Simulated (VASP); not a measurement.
# KBr (Fm-3m) in VASP: a series of runs

The runs below take KBr through single point, with PBE.

Everything below comes from runs of VASP 6.6.1. Logs are shortened: lines on timing, memory, paths and dates and some standing lists are left out, and cuts for length are marked.

## (1) The cell of the first run

Symmetry: Fm-3m, No. 225, cubic system. Conventional cell: a = 6.848 Å, b = 6.848 Å, c = 6.848 Å, α = 90.00°, β = 90.00°, γ = 90.00°. K (site symmetry m-3m) has 6 Br at 3.42 Å within 4.5 Å. Within 4.5 Å of Br (site symmetry m-3m) lie 6 K at 3.42 Å.

## (2) Single point, PBE (strain +0.040 along x and y, +0.040 along z)

File INCAR:

```
SYSTEM = KBr
PREC = Accurate
ENCUT = 520
EDIFF = 1E-6
ISMEAR = 0
SIGMA = 0.05
LREAL = .FALSE.
LASPH = .TRUE.
NELM = 80
ALGO = Normal
ISIF = 2
LWAVE = .FALSE.
LCHARG = .FALSE.
GGA = PE
NBANDS = 15
```

File KPOINTS:

```
regular mesh
0
G
  6 6 6
  0 0 0
```

File POSCAR:

```
KBr
1.0
    0.0000000000      3.4242000000      3.4242000000
    3.4242000000      0.0000000000      3.4242000000
    3.4242000000      3.4242000000      0.0000000000
K Br
1 1
Direct
    0.0000000000      0.0000000000      0.0000000000
    0.5000000000      0.5000000000      0.5000000000
```

Potentials or basis: VASP PAW PBE potentials, release 64 (K_sv, Br).

The run is started by

```console
> cat potpaw_PBE.64/K_sv/POTCAR potpaw_PBE.64/Br/POTCAR > POTCAR
> mpirun -np 1 vasp_std > vasp.out
```

OUTCAR:

```text
SYSTEM = KBr
   PREC = Accurate
   ENCUT = 520
   EDIFF = 1E-6
   ISMEAR = 0
   LREAL = .FALSE.
   LASPH = .TRUE.
   NELM = 80
   ISIF = 2
   GGA = PE

 ion  position               nearest neighbor table
   1  0.000  0.000  0.000-
   2  0.500  0.500  0.500-

  LATTYP: Found a face centered cubic cell.
 ALAT       =     6.8484000000

  Lattice vectors:

 A1 = (   0.0000000000,   3.4242000000,   3.4242000000)
 A2 = (   3.4242000000,   0.0000000000,   3.4242000000)
 A3 = (   3.4242000000,   3.4242000000,   0.0000000000)

Analysis of symmetry for initial positions (statically):
=====================================================================
 Subroutine PRICEL returns:
 Original cell was already a primitive cell.

 Routine SETGRP: Setting up the symmetry group for a
 face centered cubic supercell.

 Subroutine GETGRP returns: Found 48 space group operations
 (whereof 48 operations were pure point group operations)
 out of a pool of 48 trial point group operations.

The static configuration has the point symmetry O_h .

Analysis of symmetry for dynamics (positions and initial velocities):
=====================================================================
 Subroutine PRICEL returns:
 Original cell was already a primitive cell.

 Routine SETGRP: Setting up the symmetry group for a
 face centered cubic supercell.

 Subroutine GETGRP returns: Found 48 space group operations
 (whereof 48 operations were pure point group operations)
 out of a pool of 48 trial point group operations.

The dynamic configuration has the point symmetry O_h .

 Subroutine INISYM returns: Found 48 space group operations
 (whereof 48 operations are pure point group operations),
 and found     1 'primitive' translations

----------------------------------------------------------------------------------------

                                     Primitive cell

  volume of cell :      80.2985

  direct lattice vectors                    reciprocal lattice vectors
     0.000000000  3.424200000  3.424200000    -0.146019508  0.146019508  0.146019508
     3.424200000  0.000000000  3.424200000     0.146019508 -0.146019508  0.146019508
     3.424200000  3.424200000  0.000000000     0.146019508  0.146019508 -0.146019508

  length of vectors
     4.842550080  4.842550080  4.842550080     0.252913207  0.252913207  0.252913207

  position of ions in fractional coordinates (direct lattice)
     0.000000000  0.000000000  0.000000000
     0.500000000  0.500000000  0.500000000

  ion indices of the primitive-cell ions
[... 76 lines left out ...]
   PSTRESS=    0.0 pullay stress
   NELECT =      16.0000    total number of electrons
   NUPDOWN=      -1.0000    fix difference up-down
   EMIN   =  10.00;   EMAX   =-10.00  energy-range for DOS
   EFERMI =   0.00;   METHOD = LEGACY
   ISMEAR =     0;   SIGMA  =   0.05  broadening in eV -4-tet -1-fermi 0-gaus
   EFERMI_NEDOS =   21; number of points for ismear=-14 and -15
   IALGO  =     38    algorithm
   IMIX   =      4    mixing-type and parameters
     AMIX     =   0.40;   BMIX     =  1.00
     AMIX_MAG =   1.60;   BMIX_MAG =  1.00
  volume/ion in A,a.u.               =      40.15       270.94
  Fermi-wavevector in a.u.,A,eV,Ry     =   0.956193  1.806943 12.439884  0.914306
  Thomas-Fermi vector in A             =   2.085099
   LORBIT       =      0    0 simple, 1 ext, 2 COOP (PROOUT), +10 PAW based schemes
   GGA     = PE    functional components
   LHFCALC =     F    Hartree Fock is set to
   AEXX    =    0.0000 exact exchange contribution
   IVDW    =     0    specifies the selected vdW correction
   LEPSILON=     F    determine dielectric tensor
   LRPA    =     F    only Hartree local field effects (RPA)
 non-spin polarized calculation
 Gauss-broadening in eV      SIGMA  =   0.05
  energy-cutoff  :      520.00
  volume of cell :       80.30
 maximum number of plane-waves:      2200
   NGX = 17   NGY = 17   NGZ = 17

 number of electron      16.0000001 magnetization

 Free energy of the ion-electron system (eV)
  ---------------------------------------------------
  ext. energy  EPLUGINS =         0.00000000
  ---------------------------------------------------
  free energy    TOTEN  =        -6.21279202 eV

  energy without entropy =       -6.21279202  energy(sigma->0) =       -6.21279202

 E-fermi :  -1.8230     XC(G=0):  -6.9387

 val. band max:       -2.1432393098   @ k =   0.0000   0.0000   0.0000
 cond. band min:       2.0113621090   @ k =   0.0000   0.0000   0.0000
 fundamental gap:      4.1546014188
 Fermi energy:        -1.8229888678

 k-point     1 :       0.0000    0.0000    0.0000
  band No.  band energies     occupation
      1     -30.1781      2.00000
      2     -14.3145      2.00000
      3     -13.6468      2.00000
      4     -13.6468      2.00000
      5     -13.6468      2.00000
      6      -2.1432      2.00000
      7      -2.1432      2.00000
      8      -2.1432      2.00000
      9       2.0114      0.00000
     10       5.4142      0.00000
     11       5.4142      0.00000
     12       5.4142      0.00000
     13       6.1711      0.00000
     14       6.1711      0.00000
[... 257 lines left out ...]
      2     -14.3104      2.00000
      3     -13.6946      2.00000
      4     -13.6778      2.00000
      5     -13.5871      2.00000
      6      -2.7485      2.00000
      7      -2.5309      2.00000
      8      -2.5250      2.00000
      9       4.4342      0.00000
     10       5.3282      0.00000
     11       5.8505      0.00000
     12       6.6645      0.00000
     13       7.5346      0.00000
     14       8.2675      0.00000
     15       8.6274      0.00000

------------------------ aborting loop because EDIFF is reached ----------------------------------------

  FORCE on cell =-STRESS in cart. coord.  units (eV):
  Direction    XX          YY          ZZ          XY          YZ          ZX
  --------------------------------------------------------------------------------------
  -------------------------------------------------------------------------------------
  Total       -0.3576352     -0.3576352     -0.3576352      0.0000000      0.0000000      0.0000000
  in kB       -7.1358134     -7.1358134     -7.1358134      0.0000000      0.0000000      0.0000000
  external PRESSURE =      -7.1358134 kB  Pullay stress =       0.0000000 kB

 VOLUME and BASIS-vectors are now :
 -----------------------------------------------------------------------------
  energy-cutoff  :      520.00
  volume of cell :       80.30
      direct lattice vectors                 reciprocal lattice vectors
     0.000000000  3.424200000  3.424200000    -0.146019508  0.146019508  0.146019508
     3.424200000  0.000000000  3.424200000     0.146019508 -0.146019508  0.146019508
     3.424200000  3.424200000  0.000000000     0.146019508  0.146019508 -0.146019508

 POSITION                                       TOTAL-FORCE (eV/Angst)
 -----------------------------------------------------------------------------------
      0.00000      0.00000      0.00000         0.000000     -0.000000      0.000000
      3.42420      3.42420      3.42420        -0.000000      0.000000     -0.000000
 -----------------------------------------------------------------------------------
    total drift:                                0.000000      0.000000      0.000000

  FREE ENERGIE OF THE ION-ELECTRON SYSTEM (eV)
  ---------------------------------------------------
  free  energy   TOTEN  =        -6.2127920216 eV

  energy  without entropy=       -6.2127920216  energy(sigma->0) =       -6.21279202
```

Run time: 31 s. Hardware: 1 thread of AMD EPYC 7R13, shared host; peak memory 0.18 GiB.

Results:

| Quantity | Value |
| --- | --- |
| Free energy | -6.2128 eV |
| Pressure | -0.7 GPa |
| Band gap on the k mesh | 4.15 eV, direct |

Caveat: the cell differs from its parent crystal (strain +0.040 along x and y, +0.040 along z).

## (3) Single point, PBE (strain +0.080 along x and y, +0.080 along z)

File INCAR:

```
PREC = Accurate ; ENCUT = 520
EDIFF = 1E-6 ; ISMEAR = 0
SIGMA = 0.05 ; LREAL = F
LASPH = T ; NELM = 80
ALGO = Normal ; ISIF = 2
LWAVE = F ; LCHARG = T
GGA = PE ; LELF = T
LVHAR = T ; NBANDS = 15
```

File KPOINTS:

```
regular mesh
0
Gamma
  6 6 6
```

File POSCAR:

```
KBr
1.0
    0.0000000000      3.5559000000      3.5559000000
    3.5559000000      0.0000000000      3.5559000000
    3.5559000000      3.5559000000      0.0000000000
K Br
1 1
Direct
    0.0000000000      0.0000000000      0.0000000000
    0.5000000000      0.5000000000      0.5000000000
```

Potentials or basis: VASP PAW PBE potentials, release 64 (K_sv, Br).

The run is started by

```console
> cat potpaw_PBE.64/K_sv/POTCAR potpaw_PBE.64/Br/POTCAR > POTCAR
> mpirun -np 1 vasp_std > vasp.out
```

Run time: 52 s. Hardware: 1 thread of AMD EPYC 7R13, shared host; peak memory 0.21 GiB.

The run converged. Its results:

```yaml
Free_energy: -6.1424 eV
Pressure: -1.6 GPa
Band_gap_on_the_k_mesh: 3.90 eV, direct
```

Levels at points of the mesh, in eV from the valence-band top:
| k point | band 4 | band 5 | band 6 | band 7 | band 8 | band 9 | band 10 | band 11 | band 12 | band 13 |
| --- | --- | --- | --- | --- | --- | --- | --- | --- | --- | --- |
| (0.00, 0.00, 0.00) | -11.79 | -11.79 | 0.00 | 0.00 | 0.00 | 3.90 | 7.47 | 7.47 | 7.47 | 8.16 |
| (0.50, 0.00, 0.00) | -11.79 | -11.57 | -0.80 | -0.19 | -0.19 | 6.10 | 7.33 | 9.11 | 9.11 | 9.35 |
| (0.50, 0.50, 0.00) | -11.80 | -11.80 | -0.59 | -0.21 | -0.21 | 6.00 | 6.41 | 8.33 | 8.85 | 8.93 |

Caveat: the cell differs from its parent crystal (strain +0.080 along x and y, +0.080 along z).
